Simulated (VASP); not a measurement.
# MgB2 (P6/mmm) in VASP: settings compared, part 2 of 2

VASP 6.6.1. Earlier steps stand in the parts before.

## Step 3: Single point, PBE-based screened hybrid

This run uses another cell than the first one, of 9.68 Å³/atom, 0.980 times its volume.

Contents of POSCAR:

```
MgB2
1.0
    3.0850000000      0.0000000000      0.0000000000
   -1.5425000000      2.6716883707      0.0000000000
    0.0000000000      0.0000000000      3.5230000000
Mg B
1 2
Direct
    0.0000000000      0.0000000000      0.0000000000
    0.6666666667      0.3333333333      0.5000000000
    0.3333333333      0.6666666667      0.5000000000
```

Contents of INCAR.step1:

```
  ALGO = Normal
  EDIFF = 1E-5
  ENCUT = 520
  GGA = PE
  ISIF = 2
  ISMEAR = -1
  LASPH = T
  LCHARG = F
  LREAL = F
  LWAVE = T
  NBANDS = 11
  NELM = 60
  PREC = Accurate
  SIGMA = 0.05
```

Contents of INCAR.step2:

```
  AEXX = 0.25
  ALGO = Normal
  EDIFF = 1E-7
  ENCUT = 520
  GGA = PE
  HFSCREEN = 0.3
  ISIF = 2
  ISMEAR = -1
  ISTART = 1
  LASPH = T
  LCHARG = F
  LHFCALC = T
  LREAL = F
  LWAVE = F
  NBANDS = 11
  NELM = 60
  PREC = Accurate
  PRECFOCK = Normal
  SIGMA = 0.05
```

Contents of KPOINTS:

```
k-points
0
Gamma
  5 5 4
```

Potentials or basis: VASP PAW PBE potentials, release 64 (Mg, B).

Command:

```
> cat potpaw_PBE.64/Mg/POTCAR potpaw_PBE.64/B/POTCAR > POTCAR
> cp INCAR.step1 INCAR
> mpirun -np 1 vasp_std > vasp.out
> cp INCAR.step2 INCAR
> mpirun -np 1 vasp_std > vasp.out
```

OUTCAR:

```text
AEXX = 0.25
   EDIFF = 1E-7
   ENCUT = 520
   GGA = PE
   HFSCREEN = 0.3
   ISIF = 2
   ISMEAR = -1
   ISTART = 1
   LASPH = T
   LHFCALC = T
   LREAL = F
   NELM = 60
   PREC = Accurate
   PRECFOCK = Normal

 ion  position               nearest neighbor table
   1  0.000  0.000  0.000-   2 2.51   3 2.51   2 2.51   3 2.51   2 2.51   2 2.51   3 2.51   3 2.51
                             2 2.51   2 2.51   3 2.51   3 2.51
   2  0.667  0.333  0.500-   3 1.78   3 1.78   3 1.78   1 2.51   1 2.51   1 2.51   1 2.51   1 2.51
[... 406 lines left out ...]

  FORCE on cell =-STRESS in cart. coord.  units (eV):
  Direction    XX          YY          ZZ          XY          YZ          ZX
  --------------------------------------------------------------------------------------
  -------------------------------------------------------------------------------------
  Total       -0.5543724     -0.5543724     -0.4906168     -0.0000000     -0.0000000      0.0000000
  in kB      -30.5885296    -30.5885296    -27.0706931     -0.0000000     -0.0000000      0.0000000
  external PRESSURE =     -29.4159174 kB  Pullay stress =       0.0000000 kB

 VOLUME and BASIS-vectors are now :
 -----------------------------------------------------------------------------
  energy-cutoff  :      520.00
  volume of cell :       29.04
      direct lattice vectors                 reciprocal lattice vectors
     3.085000000  0.000000000  0.000000000     0.324149109  0.187147575  0.000000000
    -1.542500000  2.671688371  0.000000000     0.000000000  0.374295150  0.000000000
     0.000000000  0.000000000  3.523000000     0.000000000  0.000000000  0.283848992

 POSITION                                       TOTAL-FORCE (eV/Angst)
 -----------------------------------------------------------------------------------
      0.00000      0.00000      0.00000         0.000000     -0.000000      0.000000
      1.54250      0.89056      1.76150        -0.000000     -0.000000      0.000000
     -0.00000      1.78113      1.76150        -0.000000      0.000000      0.000000
 -----------------------------------------------------------------------------------
    total drift:                               -0.000016     -0.000013     -0.000024

  FREE ENERGIE OF THE ION-ELECTRON SYSTEM (eV)
  ---------------------------------------------------
  free  energy   TOTEN  =       -16.4739152092 eV

  energy  without entropy=      -16.4702627323  energy(sigma->0) =      -16.47208897
```

OSZICAR.step1:

```text
N       E                     dE             d eps       ncg     rms          rms(c)
DAV:   1     0.397943960069E+01    0.39794E+01   -0.37963E+03   354   0.614E+02
DAV:   2    -0.164189742207E+02   -0.20398E+02   -0.19573E+02   424   0.106E+02
DAV:   3    -0.170222781566E+02   -0.60330E+00   -0.60190E+00   443   0.150E+01
DAV:   4    -0.170236294679E+02   -0.13513E-02   -0.13512E-02   371   0.777E-01
DAV:   5    -0.170236345143E+02   -0.50465E-05   -0.50465E-05   421   0.485E-02    0.524E+00
DAV:   6    -0.155761795926E+02    0.14475E+01   -0.17430E+00   366   0.616E+00    0.254E+00
DAV:   7    -0.153421058063E+02    0.23407E+00   -0.10283E+00   381   0.469E+00    0.779E-01
DAV:   8    -0.153455329507E+02   -0.34271E-02   -0.15646E-01   357   0.203E+00    0.446E-01
DAV:   9    -0.153331362352E+02    0.12397E-01   -0.31597E-02   360   0.815E-01    0.673E-02
DAV:  10    -0.153331184277E+02    0.17807E-04   -0.18828E-03   384   0.240E-01    0.339E-02
DAV:  11    -0.153330853408E+02    0.33087E-04   -0.24806E-04   372   0.803E-02    0.692E-03
DAV:  12    -0.153330820038E+02    0.33371E-05   -0.15891E-05   343   0.198E-02
   1 F= -.15333082E+02 E0= -.15330165E+02  d E =-.583449E-02
```

It took 4.4 min on 1 thread of Intel Xeon Platinum 8259CL at 2.50GHz (Skylake/Cascade Lake), shared host; peak memory 0.25 GiB.

Results:

```
Free energy            : -16.4739 eV
Pressure               : -2.9 GPa
Band gap on the k mesh : zero (band 4 reaches 6.11 eV, above the bottom of band 5 at 3.83 eV)
```

Levels at points of the mesh, in eV from the Fermi level:
| k point | band 1 | band 2 | band 3 | band 4 | band 5 | band 6 | band 7 | band 8 | band 9 |
| --- | --- | --- | --- | --- | --- | --- | --- | --- | --- |
| (0.00, 0.00, 0.00) | -14.22 | -3.57 | -0.06 | -0.06 | 1.71 | 6.63 | 6.63 | 8.60 | 10.92 |
| (0.00, 0.00, 0.50) | -12.85 | -8.49 | 0.37 | 0.37 | 7.00 | 7.00 | 8.68 | 10.52 | 10.68 |

Caveat: the k points lie up to 0.47 Å⁻¹ apart; the PAW data sets were made with another functional, which shifts forces and pressure a little.

## Step 4: Single point, r2SCAN

This run uses another cell than the first one, of 9.29 Å³/atom, 0.941 times its volume.

Contents of POSCAR:

```
MgB2
1.0
    3.0433056997      0.0000000000      0.0000000000
   -1.5216528499      2.6355800475      0.0000000000
    0.0000000000      0.0000000000      3.4753860551
Mg B
1 2
Direct
    0.0000000000      0.0000000000      0.0000000000
    0.6666666667      0.3333333333      0.5000000000
    0.3333333333      0.6666666667      0.5000000000
```

Contents of INCAR.step1:

```
PREC = Accurate
ENCUT = 660
ISMEAR = -1
SIGMA = 0.05
LREAL = F
LASPH = T
NELM = 120
NBANDS = 15
GGA = PE
ALGO = Normal
EDIFF = 1E-5
LWAVE = T
LCHARG = F
GGA_COMPAT = F
```

Contents of INCAR.step2:

```
PREC = Accurate
ENCUT = 660
EDIFF = 1E-6
ISMEAR = -1
SIGMA = 0.05
LREAL = F
LASPH = T
NELM = 120
ALGO = Normal
ISIF = 2
LWAVE = F
LCHARG = F
METAGGA = R2SCAN
LMIXTAU = T
NBANDS = 15
ISTART = 1
GGA_COMPAT = F
```

Contents of KPOINTS:

```
regular mesh
0
Gamma
  10 10 8
```

Potentials or basis: VASP PAW PBE potentials, release 64 (Mg_sv, B).

Command:

```
> cat potpaw_PBE.64/Mg_sv/POTCAR potpaw_PBE.64/B/POTCAR > POTCAR
> cp INCAR.step1 INCAR
> mpirun -np 1 vasp_std > vasp.out
> cp INCAR.step2 INCAR
> mpirun -np 1 vasp_std > vasp.out
```

Run time: 99 s. Hardware: 1 thread of Intel Xeon Platinum 8488C (Sapphire Rapids), shared host; peak memory 0.18 GiB.

It converged, with:

- Free energy: -19.4228 eV
- Pressure: 4.5 GPa
- Band gap on the k mesh: zero (band 8 reaches 6.58 eV, above the bottom of band 9 at 3.97 eV)

Stress tensor (GPa, compression positive):
```
5.23 0.00 0.00
0.00 5.23 0.00
0.00 0.00 3.18
```

Levels at points of the mesh, in eV from the Fermi level:
```csv
k point,band 6,band 7,band 8,band 9,band 10,band 11
"(0.00, 0.00, 0.00)",-3.25,0.38,0.38,2.05,6.77,6.77
"(0.50, 0.00, 0.00)",-8.49,-2.41,0.14,3.35,4.19,5.95
"(0.00, 0.00, 0.50)",-7.97,0.79,0.79,7.06,7.06,8.78
"(0.50, 0.00, 0.50)",-7.54,-3.89,-2.11,-1.29,6.27,9.77
```

Caveat: the PAW data sets were made with another functional, which shifts forces and pressure a little.

## Step 5: Overview

```csv
level,potentials or basis,cell,k mesh,cutoff (eV),second run,grid for exact exchange (PRECFOCK),share of exact exchange,screening parameter,gap on the mesh (eV),pressure (GPa)
r2SCAN,"VASP PAW PBE potentials, release 64 (Mg_sv, B)","a = 3.105, b = 3.105, c = 3.546 Å, angles 90.0, 90.0, 120.0°, 3 atoms",10 × 10 × 8,660,valence_matched,-,-,-,none,-5.3
PBE-based screened hybrid,"VASP PAW PBE potentials, release 64 (Mg, B)","a = 3.085, b = 3.085, c = 3.523 Å, angles 90.0, 90.0, 120.0°, 3 atoms",5 × 5 × 4,520,-,Normal,0.25,0.3 1/Å,none,-2.9
r2SCAN,"VASP PAW PBE potentials, release 64 (Mg_sv, B)","a = 3.043, b = 3.043, c = 3.475 Å, angles 90.0, 90.0, 120.0°, 3 atoms",10 × 10 × 8,660,valence_matched,-,-,-,none,4.5
```

Alike in all rows: task single point; no spin polarisation; smearing fermi-dirac 0.05 eV.

Caveats: some runs use coarse meshes; the PAW data sets were made with another functional, which shifts forces and pressure a little.

Absolute energies hang on the potentials; compare differences alone.
